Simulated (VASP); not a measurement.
**Cr: single point with RPBE**

Crystal: Cr.

```
CELL_PARAMETERS angstrom
0.00000 2.42780 2.42780
2.42780 0.00000 2.42780
2.42780 2.42780 0.00000
ATOMIC_POSITIONS crystal
Cr 0.00000 0.00000 0.00000
Cr 0.50000 0.50000 0.50000
```

This cell differs from its parent crystal: volume scaled by 0.96.

| Item | Value |
| --- | --- |
| Program | VASP 6.6.1 |
| Task | single point |
| Functional | RPBE |
| Potentials or basis | VASP PAW PBE potentials, release 64 (Cr_pv) |
| Cutoff | 520 eV |
| k mesh | 12 × 12 × 12 |
| Occupations | fermi-dirac, width 0.05 eV |
| Spin | collinear spin, antiferromagnetic start |
| Starting moments | [2.345, -2.345] μB |
| Dipole correction | no |
| Further INCAR settings | ALGO = Normal; EDIFF = 1e-06; NBANDS = 23 |

```json
{
  "Pressure": "1.9 GPa",
  "Band gap on the k mesh": "zero (filled and empty bands overlap)",
  "Net moment": "0.00 μB per cell",
  "Site moments": "Cr +2.25, -2.25 μB",
  "Valence electrons inside the program's atomic spheres": "Cr 10.91"
}
```

Levels at points of the mesh, in eV from the Fermi level:
Spin up:
```csv
k point,band 10,band 11,band 12,band 13,band 14,band 15
"(0.00, 0.00, 0.00)",-2.31,-2.31,-2.31,2.86,2.86,2.86
"(0.50, 0.00, 0.00)",-1.24,-0.19,-0.19,0.46,0.46,1.48
"(0.50, 0.50, 0.00)",-1.07,-0.62,0.00,0.00,2.29,2.29
```
Spin down:
| k point | band 8 | band 9 | band 10 | band 11 | band 12 | band 13 | band 14 | band 15 | band 16 | band 17 |
| --- | --- | --- | --- | --- | --- | --- | --- | --- | --- | --- |
| (0.00, 0.00, 0.00) | -2.50 | -2.50 | -2.31 | -2.31 | -2.31 | 2.86 | 2.86 | 2.86 | 3.97 | 3.97 |
| (0.50, 0.00, 0.00) | -2.68 | -1.24 | -1.24 | -0.19 | -0.19 | 0.46 | 0.46 | 1.48 | 1.95 | 1.95 |
| (0.50, 0.50, 0.00) | -2.81 | -1.85 | -1.07 | -0.62 | 0.00 | 0.00 | 2.29 | 2.29 | 2.90 | 3.91 |

It took 91 s on 1 thread of Intel Xeon 6975P-C, with other jobs on the host, peak memory 0.21 GiB.

Caveat: the PAW data sets were made with another functional, which shifts forces and pressure a little.
